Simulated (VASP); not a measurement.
Write the native input for VASP 6.6.1 that does the following.

* Task: single point
* Functional: PBE-based screened hybrid with 40 % exact exchange
* Potentials or basis: VASP PAW PBE potentials, release 64 (Rb_sv, Br)
* Cutoff: 400 eV
* k mesh: 3 × 3 × 2
* Occupations: gaussian, width 0.01 eV
* Spin: no spin polarisation
* Dipole correction: no
* Grid for exact exchange (PRECFOCK): Normal
* Share of exact exchange: 0.4
* Further INCAR settings: ALGO = Normal; EDIFF = 1e-06; NBANDS = 24
* Screening parameter: 0.1 1/Å

RbBr:

```
CELL_PARAMETERS angstrom
5.89014 0.00000 0.00000
-2.94507 5.10101 0.00000
0.00000 0.00000 6.87033
ATOMIC_POSITIONS crystal
Rb 0.33333 0.66667 0.93750
Rb 0.66667 0.33333 0.43750
Br 0.33333 0.66667 0.43750
Br 0.66667 0.33333 0.93750
```

These files were run (other wordings do the same):

POSCAR

```
RbBr
1.0
    5.8901391669      0.0000000000      0.0000000000
   -2.9450695835      5.1010101504      0.0000000000
    0.0000000000      0.0000000000      6.8703324972
Rb Br
2 2
Direct
    0.3333333333      0.6666666667     -0.0625000000
    0.6666666667      0.3333333333      0.4375000000
    0.3333333333      0.6666666667      0.4375000000
    0.6666666667      0.3333333333      0.9375000000
```

INCAR.step1

```
SYSTEM = RbBr
ALGO = Normal ; EDIFF = 1E-5
ENCUT = 400 ; GGA = PE
GGA_COMPAT = .False. ; ISIF = 2
ISMEAR = 0 ; LASPH = .True.
LCHARG = .False. ; LREAL = .False.
LWAVE = .True. ; NBANDS = 24
NELM = 120 ; PREC = Accurate
SIGMA = 0.01
```

INCAR.step2

```
SYSTEM = RbBr
AEXX = 0.4 ; ALGO = Normal
EDIFF = 1E-6 ; ENCUT = 400
GGA = PE ; GGA_COMPAT = .False.
HFSCREEN = 0.1 ; ISIF = 2
ISMEAR = 0 ; ISTART = 1
LASPH = .True. ; LCHARG = .False.
LHFCALC = .True. ; LREAL = .False.
LWAVE = .False. ; NBANDS = 24
NELM = 120 ; PREC = Accurate
PRECFOCK = Normal ; SIGMA = 0.01
```

KPOINTS

```
k-points
0
Gamma
  3 3 2
  0 0 0
```

Potentials or basis: VASP PAW PBE potentials, release 64 (Rb_sv, Br).

Command:

```bash
$ cat potpaw_PBE.64/Rb_sv/POTCAR potpaw_PBE.64/Br/POTCAR > POTCAR
$ cp INCAR.step1 INCAR
$ mpirun -np 1 vasp_std > vasp.out
$ cp INCAR.step2 INCAR
$ mpirun -np 1 vasp_std > vasp.out
```

It gave:

| Item | Value |
| --- | --- |
| Pressure | 0.0 GPa |
| Band gap on the k mesh | 6.42 eV |

Caveat: the k points lie up to 0.46 Å⁻¹ apart; the PAW data sets were made with another functional, which shifts forces and pressure a little.

It took 14 min on 1 thread of Intel Xeon 8259CL, on a shared host, peak memory 0.39 GiB.
